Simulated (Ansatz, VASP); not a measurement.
## K: VASP beside Ansatz

File INCAR:

```
SYSTEM = K
ALGO     = Fast           ! electronic algorithm
EDIFF    = 1E-6           ! SCF threshold, eV
EDIFFG   = -0.002         ! ionic threshold
ENCUT    = 600            ! plane-wave cutoff, eV
IBRION   = 2              ! ionic algorithm
ISIF     = 3              ! what is computed and relaxed
ISMEAR   = 0              ! smearing method
LASPH    = .True.         ! aspherical terms in the spheres
LCHARG   = .False.        ! write CHGCAR
LREAL    = .False.        ! projectors in reciprocal space
LWAVE    = .False.        ! write WAVECAR
NELM     = 80             ! most SCF steps
NSW      = 100            ! ionic steps
PREC     = Accurate       ! precision mode
SIGMA    = 0.1            ! smearing width, eV
```

Contents of KPOINTS:

```
k-points
0
Gamma
  12 12 12
  0 0 0
```

File POSCAR:

```
K
1.0
   -2.6180000000      2.6180000000      2.6180000000
    2.6180000000     -2.6180000000      2.6180000000
    2.6180000000      2.6180000000     -2.6180000000
K
1
Direct
    0.0000000000      0.0000000000      0.0000000000
```

Input for Ansatz:

```yaml
crystal:
  lattice:
    - [-2.618, 2.618, 2.618]
    - [2.618, -2.618, 2.618]
    - [2.618, 2.618, -2.618]
  atoms:
    - { symbol: K, position: [0.0, 0.0, 0.0] }
basis:
  ecutwfc: 420
kpoints:
  mp_grid: { grid: [12, 12, 12] }
hamiltonian:
  xc: lda
  pseudopotentials: { kind: paw, azcp: { folder: soft_1 } }
scf:
  occupations: { method: gaussian, width: 0.1 }
output:
  forces: true
  stress: true
  eigenvalues: true
relax:
  adjacent_minimum: "off"
  f_tol: 0.002
  max_steps: 80
  cell: { stress_tol: 0.02 }
```

Alike in both runs: task relaxation of cell and atoms; functional LDA; k mesh 12 × 12 × 12; occupations gaussian, width 0.1 eV; no spin polarisation.

|  | VASP | Ansatz |
| --- | --- | --- |
| version | VASP 6.6.1 | Ansatz 0.2.0 |
| potentials or method | VASP PAW LDA potentials, release 64 (K_sv), cutoff 600 eV | scalar-relativistic, plane waves, PAW |
| valence electrons in the cell | 9 | 9 |

```tsv
	VASP	Ansatz	Ansatz less VASP
gap on the k mesh at the Fermi level, each at its own relaxed structure (eV)	none	none	-
relaxed volume (Å³/atom)	64.19	64.37	+0.186
relaxed length of the cell vector where the two differ most in proportion (Å)	4.369	4.373	+0.0042
```

Ansatz warns that its potentials were made for another functional, while VASP's fit it. LDA's correlation is that of Perdew and Zunger in VASP and of Perdew and Wang (1992) in Ansatz. A gap of «none» marks a metal or a gap that the smearing closes.
